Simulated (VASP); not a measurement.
Write the native input for VASP 6.6.1 that does the following.

| Property | Result |
| --- | --- |
| Task | single point |
| Functional | r2SCAN |
| Potentials or basis | VASP PAW PBE potentials, release 64 (Ga_d, Sb) |
| Cutoff | 520 eV |
| k mesh | 10 × 10 × 10 |
| Occupations | gaussian, width 0.02 eV |
| Spin | no spin polarisation |
| Dipole correction | no |
| Further INCAR settings | ALGO = Normal; EDIFF = 1e-06; NBANDS = 16 |

GaSb:

```
CELL_PARAMETERS angstrom
0.00000 3.06615 3.06615
3.06615 0.00000 3.06615
3.06615 3.06615 0.00000
ATOMIC_POSITIONS crystal
Ga 0.00000 0.00000 0.00000
Sb 0.25000 0.25000 0.25000
```

One way to write it, as run:

POSCAR

```
GaSb
1.0
    0.0000000000      3.0661484740      3.0661484740
    3.0661484740      0.0000000000      3.0661484740
    3.0661484740      3.0661484740      0.0000000000
Ga Sb
1 1
Direct
    0.0000000000      0.0000000000      0.0000000000
    0.2500000000      0.2500000000      0.2500000000
```

INCAR.step1

```
SYSTEM = GaSb
  PREC = Accurate
  ENCUT = 520
  ISMEAR = -5
  SIGMA = 0.02
  LREAL = .False.
  LASPH = .True.
  NELM = 100
  NBANDS = 16
  GGA = PE
  ALGO = Normal
  EDIFF = 1E-4
  LWAVE = .True.
  LCHARG = .False.
```

INCAR.step2

```
SYSTEM = GaSb
  PREC = Accurate
  ENCUT = 520
  EDIFF = 1E-6
  ISMEAR = 0
  SIGMA = 0.02
  LREAL = .False.
  LASPH = .True.
  NELM = 100
  ALGO = Normal
  ISIF = 2
  LWAVE = .False.
  LCHARG = .False.
  METAGGA = R2SCAN
  LMIXTAU = .True.
  LORBIT = 10
  NBANDS = 16
  ISTART = 1
```

KPOINTS

```
regular mesh
0
Gamma
  10 10 10
  0 0 0
```

Potentials or basis: VASP PAW PBE potentials, release 64 (Ga_d, Sb).

The run is started by

```sh
$ cat potpaw_PBE.64/Ga_d/POTCAR potpaw_PBE.64/Sb/POTCAR > POTCAR
$ cp INCAR.step1 INCAR
$ mpirun -np 1 vasp_std > vasp.out
$ cp INCAR.step2 INCAR
$ mpirun -np 1 vasp_std > vasp.out
```

It gave:

```yaml
Pressure: 0.1 GPa
Band_gap_on_the_k_mesh: 0.40 eV, direct
Valence_electrons_inside_the_program's_atomic_spheres: Ga 11.60; Sb 2.49
```

Caveat: the PAW data sets were made with another functional, which shifts forces and pressure a little; spin-orbit coupling is left out, which moves the levels of the heavy elements.

Run time: 2.6 min on 1 thread of AMD EPYC 7R43 64-Core Processor (Zen 3), on a shared host, peak memory 0.18 GiB.
